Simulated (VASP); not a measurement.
# SiC (P2_1/m) in VASP: settings compared

SiC is run at these levels: PBE, r2SCAN; tasks: single point.

Program: VASP 6.6.1. These are calculated values, not measurements. Logs are shortened: lines on timing, memory, paths and dates and some standing lists are left out, and cuts for length are marked.

## Step 1: The cell of the first run

It takes space group P2_1/m (No. 11, monoclinic). The conventional cell has a = 3.066 Å, b = 4.933 Å, c = 3.138 Å, α = 90.00°, β = 117.72°, γ = 90.00°. Within 2.5 Å of Si (site symmetry m) lie 5 C at 1.80 to 2.47 Å. C (site symmetry m) has 5 Si at 1.80 to 2.47 Å within 2.5 Å.

## Step 2: Single point, PBE (shear xy strain +5.3%)

INCAR

```
  PREC = Accurate
  ENCUT = 600
  EDIFF = 1E-6
  ISMEAR = -1
  SIGMA = 0.02
  LREAL = False
  LASPH = True
  NELM = 120
  ALGO = Normal
  ISIF = 2
  LWAVE = False
  LCHARG = False
  GGA = PE
  NBANDS = 16
  GGA_COMPAT = False
```

KPOINTS

```
regular mesh
0
Gamma
  12 12 6
```

POSCAR

```
SiC
1.0
    3.1373348780      0.0825119073      0.0000000000
   -1.4972100311      2.6757557509      0.0000000000
    0.0000000000      0.0000000000      4.9327210893
Si C
2 2
Direct
    0.3352102423      0.6664110358      0.2500000000
    0.6647897577      0.3335889642      0.7500000000
    0.6783318841      0.3321982238      0.2500000000
    0.3216681159      0.6678017762      0.7500000000
```

Potentials or basis: VASP PAW PBE potentials, release 64 (Si, C).

Command:

```
$ cat potpaw_PBE.64/Si/POTCAR potpaw_PBE.64/C/POTCAR > POTCAR
$ mpirun -np 1 vasp_std > vasp.out
```

OUTCAR:

```text
PREC = Accurate
   ENCUT = 600
   EDIFF = 1E-6
   ISMEAR = -1
   LREAL = False
   LASPH = True
   NELM = 120
   ISIF = 2
   GGA = PE

 ion  position               nearest neighbor table
   1  0.335  0.666  0.250-   3 1.80   3 1.81   3 1.83   4 2.47   4 2.47   2 3.03   2 3.03   2 3.06
                             2 3.06   2 3.09   2 3.09
   2  0.665  0.334  0.750-   4 1.80   4 1.81   4 1.83   3 2.47   3 2.47   1 3.03   1 3.03   1 3.06
                             1 3.06   1 3.09   1 3.09
   3  0.678  0.332  0.250-   1 1.80   1 1.81   1 1.83   2 2.47   2 2.47
   4  0.322  0.668  0.750-   2 1.80   2 1.81   2 1.83   1 2.47   1 2.47

  Warning from LATTYP: Monoclinic adjustment (A1->A3, A2->A1, A3->A2)!
  LATTYP: Found a simple monoclinic cell.
 ALAT       =     3.0661550378
 B/A-ratio  =     1.6087644064
 C/A-ratio  =     1.0235685030
 COS(beta)  =    -0.4651899296

  Lattice vectors:

 A1 = (  -1.4972100311,   2.6757557509,   0.0000000000)
 A2 = (   0.0000000000,   0.0000000000,   4.9327210893)
 A3 = (   3.1373348780,   0.0825119073,   0.0000000000)

Analysis of symmetry for initial positions (statically):
=====================================================================
 Subroutine PRICEL returns:
 Original cell was already a primitive cell.

 Routine SETGRP: Setting up the symmetry group for a
 simple monoclinic supercell.

 Subroutine GETGRP returns: Found  4 space group operations
 (whereof  2 operations were pure point group operations)
 out of a pool of  4 trial point group operations.

The static configuration has the point symmetry S_2 .
 The point group associated with its full space group is C_2h.

Analysis of symmetry for dynamics (positions and initial velocities):
=====================================================================
 Subroutine PRICEL returns:
 Original cell was already a primitive cell.

 Routine SETGRP: Setting up the symmetry group for a
 simple monoclinic supercell.

 Subroutine GETGRP returns: Found  4 space group operations
 (whereof  2 operations were pure point group operations)
 out of a pool of  4 trial point group operations.

The dynamic configuration has the point symmetry S_2 .
 The point group associated with its full space group is C_2h.

 Subroutine INISYM returns: Found  4 space group operations
 (whereof  2 operations are pure point group operations),
 and found     1 'primitive' translations

----------------------------------------------------------------------------------------

                                     Primitive cell

  volume of cell :      42.0183

  direct lattice vectors                    reciprocal lattice vectors
     3.137334878  0.082511907  0.000000000     0.314119272  0.175764370  0.000000000
    -1.497210031  2.675755751  0.000000000    -0.009686452  0.368306168  0.000000000
     0.000000000  0.000000000  4.932721089     0.000000000  0.000000000  0.202727862

  length of vectors
     3.138419722  3.066155038  4.932721089     0.359950039  0.368433523  0.202727862

  position of ions in fractional coordinates (direct lattice)
     0.335210242  0.666411036  0.250000000
     0.664789758  0.333588964  0.750000000
     0.678331884  0.332198224  0.250000000
     0.321668116  0.667801776  0.750000000

  ion indices of the primitive-cell ions
   primitive index   ion index
                 1           1
                 2           2
                 3           3
                 4           4

----------------------------------------------------------------------------------------

 KPOINTS: regular mesh

Automatic generation of k-mesh.
 Grid dimensions read from file:
 generate k-points for:   12   12    6

 Generating k-lattice:

  Cartesian coordinates                     Fractional coordinates (reciprocal lattice)
     0.026176606  0.014647031  0.000000000     0.083333333  0.000000000  0.000000000
    -0.000807204  0.030692181  0.000000000     0.000000000  0.083333333  0.000000000
     0.000000000  0.000000000  0.033787977     0.000000000  0.000000000  0.166666667

  Length of vectors
     0.029995837  0.030702794  0.033787977

  Shift w.r.t. Gamma in fractional coordinates (k-lattice)
     0.000000000  0.000000000  0.000000000

 Subroutine IBZKPT returns following result:
 ===========================================

 Found    296 irreducible k-points:

 Following reciprocal coordinates:
            Coordinates               Weight
  0.000000  0.000000  0.000000      1.000000
  0.083333  0.000000  0.000000      2.000000
  0.166667  0.000000  0.000000      2.000000
  0.250000  0.000000  0.000000      2.000000
  0.333333  0.000000  0.000000      2.000000
  0.416667  0.000000  0.000000      2.000000
[... 16 lines left out ...]
  0.250000  0.166667  0.000000      2.000000
  0.333333  0.166667  0.000000      2.000000
 [... further k-points ...]
   k-points           NKPTS =    296   k-points in BZ     NKDIM =    296   number of bands    NBANDS=     16
   number of dos      NEDOS =    301   number of ions     NIONS =      4
   total plane-waves  NPLWV =  26880
   dimension x,y,z NGX =    28 NGY =   24 NGZ =   40
   dimension x,y,z NGXF=    56 NGYF=   48 NGZF=   80
   ions per type =               2   2
   NGX,Y,Z   is equivalent  to a cutoff of  14.83, 13.01, 13.48 a.u.
   NGXF,Y,Z  is equivalent  to a cutoff of  29.66, 26.03, 26.96 a.u.
 SYSTEM =  unknown system
   PREC   = accura    normal or accurate (medium, high low for compatibility)
   ISTART =      0    job   : 0-new  1-cont  2-samecut
   ICHARG =      2    charge: 1-file 2-atom 10-const
   ISPIN  =      1    spin polarized calculation?
   LNONCOLLINEAR =      F non collinear calculations
   LSORBIT =      F    spin-orbit coupling
   LASPH  =      T    aspherical Exc in radial PAW
   ENCUT  =  600.0 eV  44.10 Ry    6.64 a.u.   6.27  6.12  9.85*2*pi/ulx,y,z
   NELM   =    120;   NELMIN=  2; NELMDL= -5     # of ELM steps
   EDIFF  = 0.1E-05   stopping-criterion for ELM
   LREAL  =      F    real-space projection
   EDIFFG = 0.1E-04   stopping-criterion for IOM
   NSW    =      0    number of steps for IOM
   IBRION =     -1    ionic relax: 0-MD 1-quasi-New 2-CG
   NFREE  =      0    steps in history (QN), initial steepest desc. (CG)
   ISIF   =      2    stress and relaxation
   ISYM   =      2    0-nonsym 1-usesym 2-fastsym
   POTIM  = 0.5000    time-step for ionic-motion
   TEBEG  =    0.0;   TEEND  =   0.0 temperature during run
   PSTRESS=    0.0 pullay stress
   NELECT =      16.0000    total number of electrons
   NUPDOWN=      -1.0000    fix difference up-down
   EMIN   =  10.00;   EMAX   =-10.00  energy-range for DOS
   EFERMI =   0.00;   METHOD = LEGACY
   ISMEAR =    -1;   SIGMA  =   0.02  broadening in eV -4-tet -1-fermi 0-gaus
   EFERMI_NEDOS =   21; number of points for ismear=-14 and -15
   IALGO  =     38    algorithm
   IMIX   =      4    mixing-type and parameters
     AMIX     =   0.40;   BMIX     =  1.00
     AMIX_MAG =   1.60;   BMIX_MAG =  1.00
  volume/ion in A,a.u.               =      10.50        70.89
  Fermi-wavevector in a.u.,A,eV,Ry     =   1.186594  2.242337 19.157063  1.408004
  Thomas-Fermi vector in A             =   2.322763
   LORBIT       =      0    0 simple, 1 ext, 2 COOP (PROOUT), +10 PAW based schemes
   GGA     = PE    functional components
   LHFCALC =     F    Hartree Fock is set to
   AEXX    =    0.0000 exact exchange contribution
   IVDW    =     0    specifies the selected vdW correction
   LEPSILON=     F    determine dielectric tensor
   LRPA    =     F    only Hartree local field effects (RPA)
 non-spin polarized calculation
  energy-cutoff  :      600.00
  volume of cell :       42.02
 maximum number of plane-waves:      1422
 NGX is ok and might be reduce to    28
   NGX = 13   NGY = 13   NGZ = 19

 number of electron      16.0000000 magnetization

 Free energy of the ion-electron system (eV)
  ---------------------------------------------------
  ext. energy  EPLUGINS =         0.00000000
  ---------------------------------------------------
  free energy    TOTEN  =       -28.23365674 eV

  energy without entropy =      -28.23351236  energy(sigma->0) =      -28.23358455

 E-fermi :  10.0212     XC(G=0): -11.3012

 val. band max:        9.9959464201   @ k =  -0.1667   0.0833   0.0000
 cond. band min:      10.0369273077   @ k =  -0.0833   0.1667   0.0000
 fundamental gap:      0.0409808876
 Fermi energy:        10.0212007442

 k-point     1 :       0.0000    0.0000    0.0000
  band No.  band energies     occupation
      1      -7.4167      2.00000
      2      -3.9575      2.00000
      3       0.6053      2.00000
      4       5.5422      2.00000
      5       6.1860      2.00000
      6       6.8933      2.00000
[... 8 lines left out ...]
     15      16.5137      0.00000
     16      18.2864      0.00000

 k-point     2 :       0.0833    0.0000    0.0000
  band No.  band energies     occupation
      1      -7.3061      2.00000
      2      -3.8627      2.00000
      3       0.7173      2.00000
      4       4.9201      2.00000
      5       5.9970      2.00000
      6       6.5157      2.00000
[... 8 lines left out ...]
     15      16.6185      0.00000
     16      18.8154      0.00000

 k-point     3 :       0.1667    0.0000    0.0000
  band No.  band energies     occupation
      1      -6.9772      2.00000
      2      -3.5862      2.00000
      3       1.0504      2.00000
      4       3.5285      2.00000
      5       5.4969      2.00000
      6       5.6337      2.00000
[... 8 lines left out ...]
     15      17.5032      0.00000
     16      18.9926      0.00000

 k-point     4 :       0.2500    0.0000    0.0000
  band No.  band energies     occupation
      1      -6.4404      2.00000
      2      -3.1605      2.00000
      3       1.5940      2.00000
      4       1.9654      2.00000
      5       4.2605      2.00000
      6       5.1839      2.00000
[... 8 lines left out ...]
     15      18.2266      0.00000
     16      18.3263      0.00000

 k-point     5 :       0.3333    0.0000    0.0000
  band No.  band energies     occupation
      1      -5.7218      2.00000
      2      -2.6959      2.00000
      3       0.5708      2.00000
      4       2.3195      2.00000
      5       2.9706      2.00000
      6       4.8242      2.00000
[... 8 lines left out ...]
     15      17.7584      0.00000
     16      19.0432      0.00000

 k-point     6 :       0.4167    0.0000    0.0000
  band No.  band energies     occupation
      1      -4.9038      2.00000
      2      -2.5661      2.00000
      3      -0.1918      2.00000
      4       1.8296      2.00000
      5       3.1321      2.00000
      6       4.5915      2.00000
[... 8 lines left out ...]
     15      18.1445      0.00000
     16      18.6580      0.00000
[... 267 lines left out ...]
 k-point    21 :       0.0833    0.1667    0.0000
  band No.  band energies     occupation
      1      -6.6407      2.00000
      2      -3.3107      2.00000
      3       1.3906      2.00000
      4       2.9384      2.00000
      5       4.4177      2.00000
      6       5.3527      2.00000
[... 8 lines left out ...]
     15      16.7745      0.00000
     16      18.1393      0.00000

 k-point    22 :       0.1667    0.1667    0.0000
  band No.  band energies     occupation
      1      -6.1210      2.00000
      2      -2.9205      2.00000
      3       1.8846      2.00000
      4       1.9187      2.00000
      5       3.4587      2.00000
      6       4.6004      2.00000
[... 8 lines left out ...]
     15      18.1388      0.00000
     16      18.8232      0.00000

 k-point    23 :       0.2500    0.1667    0.0000
  band No.  band energies     occupation
      1      -5.4207      2.00000
      2      -2.5120      2.00000
      3       0.7972      2.00000
      4       2.6306      2.00000
      5       2.6794      2.00000
      6       3.6867      2.00000
[... 8 lines left out ...]
     15      18.0520      0.00000
     16      19.6009      0.00000

 k-point    24 :       0.3333    0.1667    0.0000
  band No.  band energies     occupation
      1      -4.6130      2.00000
      2      -2.4306      2.00000
      3       0.1607      2.00000
      4       1.9447      2.00000
      5       3.0436      2.00000
      6       3.4473      2.00000
[... 8 lines left out ...]
     15      18.1338      0.00000
     16      20.4917      0.00000

 [... further k-points ...]

------------------------ aborting loop because EDIFF is reached ----------------------------------------

  FORCE on cell =-STRESS in cart. coord.  units (eV):
  Direction    XX          YY          ZZ          XY          YZ          ZX
  --------------------------------------------------------------------------------------
  -------------------------------------------------------------------------------------
  Total        1.1709584      1.7630449     -0.0216612     -2.4574198      0.0000000      0.0000000
  in kB       44.6491904     67.2257285     -0.8259521    -93.7025673      0.0000000      0.0000000
  external PRESSURE =      37.0163223 kB  Pullay stress =       0.0000000 kB

 VOLUME and BASIS-vectors are now :
 -----------------------------------------------------------------------------
  energy-cutoff  :      600.00
  volume of cell :       42.02
      direct lattice vectors                 reciprocal lattice vectors
     3.137334878  0.082511907  0.000000000     0.314119272  0.175764370  0.000000000
    -1.497210031  2.675755751  0.000000000    -0.009686452  0.368306168  0.000000000
     0.000000000  0.000000000  4.932721089     0.000000000  0.000000000  0.202727862

 POSITION                                       TOTAL-FORCE (eV/Angst)
 -----------------------------------------------------------------------------------
      0.05391      1.81081      1.23318        -0.042151      0.000614     -0.000000
      1.58622      0.94746      3.69954         0.042151     -0.000614      0.000000
      1.63078      0.94485      1.23318         0.042276     -0.000435     -0.000000
      0.00934      1.81342      3.69954        -0.042276      0.000435      0.000000
 -----------------------------------------------------------------------------------
    total drift:                                0.000000      0.000000     -0.000000

  FREE ENERGIE OF THE ION-ELECTRON SYSTEM (eV)
  ---------------------------------------------------
  free  energy   TOTEN  =       -28.2336567411 eV

  energy  without entropy=      -28.2335123552  energy(sigma->0) =      -28.23358455
```

Run time: 2.6 min. Hardware: 1 thread of AMD EPYC 9755, shared host; peak memory 0.28 GiB.

Results:

```
Free energy            : -28.2337 eV
Pressure               : 3.7 GPa
Largest force          : 0.042 eV/Å
Band gap on the k mesh : zero (bands 8 and 9 overlap by 0.73 eV)
```

Forces in eV/Å, atoms in the order of the input:
```
Si  -0.042  0.001  0.000
Si   0.042 -0.001  0.000
C    0.042  0.000  0.000
C   -0.042  0.000  0.000
```

Levels at points of the mesh, in eV from the Fermi level:
```
           k point  band 5  band 6  band 7  band 8  band 9  band 10  band 11  band 12
(0.00, 0.00, 0.00)   -3.84   -3.13   -2.65    0.27    1.60     3.77     3.92     4.71
(0.50, 0.00, 0.00)   -6.41   -5.51   -4.03   -3.64    0.82     3.86     4.33     6.99
(0.00, 0.50, 0.00)   -6.25   -5.95   -4.03   -3.90    0.18     3.31     4.25     6.66
(0.50, 0.50, 0.00)   -6.38   -6.10   -4.41   -3.75   -0.46     2.75     4.05     6.21
(0.00, 0.00, 0.50)   -3.86   -3.86   -3.28   -3.28    2.88     2.88     4.63     4.63
(0.50, 0.00, 0.50)   -4.70   -4.70   -2.81   -2.81    1.51     1.51     2.47     2.47
(0.00, 0.50, 0.50)   -5.12   -5.12   -2.77   -2.77    1.63     1.63     1.93     1.93
(0.50, 0.50, 0.50)   -5.54   -5.54   -2.77   -2.77    1.39     1.39     1.81     1.81
```

Caveat: the cell differs from its parent crystal (shear xy strain +5.3%); the stress differs along the axes, from -0 to 7 GPa; semilocal functionals underestimate gaps, and a narrow one can read as zero.

## Step 3: Single point, r2SCAN (shear xy strain +5.3%)

POSCAR is that of step 2.

INCAR.step1

```
  PREC = Accurate
  ENCUT = 660
  ISMEAR = -1
  SIGMA = 0.02
  LREAL = False
  LASPH = True
  NELM = 120
  NBANDS = 16
  GGA = PE
  ALGO = Normal
  EDIFF = 1E-5
  LWAVE = True
  LCHARG = False
  GGA_COMPAT = False
```

INCAR.step2

```
  PREC = Accurate
  ENCUT = 660
  EDIFF = 1E-6
  ISMEAR = -1
  SIGMA = 0.02
  LREAL = False
  LASPH = True
  NELM = 120
  ALGO = Normal
  ISIF = 2
  LWAVE = False
  LCHARG = True
  METAGGA = R2SCAN
  LMIXTAU = True
  LELF = True
  LVHAR = True
  NBANDS = 16
  ISTART = 1
  GGA_COMPAT = False
```

KPOINTS is that of step 2.

Potentials or basis: VASP PAW PBE potentials, release 64 (Si, C).

Command:

```
$ cat potpaw_PBE.64/Si/POTCAR potpaw_PBE.64/C/POTCAR > POTCAR
$ cp INCAR.step1 INCAR
$ mpirun -np 1 vasp_std > vasp.out
$ cp INCAR.step2 INCAR
$ mpirun -np 1 vasp_std > vasp.out
```

Wall time 13 min (1 thread of AMD EPYC 9755, shared host); peak memory 0.33 GiB.

It converged, with:

```
Free energy            : -36.6289 eV
Pressure               : -0.3 GPa
Largest force          : 0.005 eV/Å
Band gap on the k mesh : zero (bands 8 and 9 overlap by 0.52 eV)
```

Forces on the atoms (eV/Å):
```
Si   0.005 -0.002  0.000
Si  -0.005  0.002  0.000
C   -0.005  0.001  0.000
C    0.005 -0.001  0.000
```

Stress tensor (GPa, compression positive):
```
 -0.94 -10.22   0.00
-10.22   1.17   0.00
  0.00   0.00  -1.23
```

Levels at points of the mesh, in eV from the Fermi level:
```tsv
k point	band 6	band 7	band 8	band 9	band 10	band 11
(0.00, 0.00, 0.00)	-3.47	-2.98	0.14	1.79	4.01	4.16
(0.50, 0.00, 0.00)	-5.97	-4.35	-4.00	0.97	4.11	4.60
(0.00, 0.50, 0.00)	-6.42	-4.41	-4.21	0.30	3.53	4.51
(0.50, 0.50, 0.00)	-6.57	-4.80	-4.06	-0.37	2.94	4.30
(0.00, 0.00, 0.50)	-4.24	-3.64	-3.64	3.14	3.14	4.88
(0.50, 0.00, 0.50)	-5.12	-3.13	-3.13	1.62	1.62	2.71
(0.00, 0.50, 0.50)	-5.56	-3.08	-3.08	1.74	1.74	2.14
(0.50, 0.50, 0.50)	-5.99	-3.09	-3.09	1.56	1.56	1.95
```

Caveat: the cell differs from its parent crystal (shear xy strain +5.3%); semilocal functionals underestimate gaps, and a narrow one can read as zero; the PAW data sets were made with another functional, which shifts forces and pressure a little.

The gap in the log of VASP goes by the Fermi energy; the results here count the filled bands.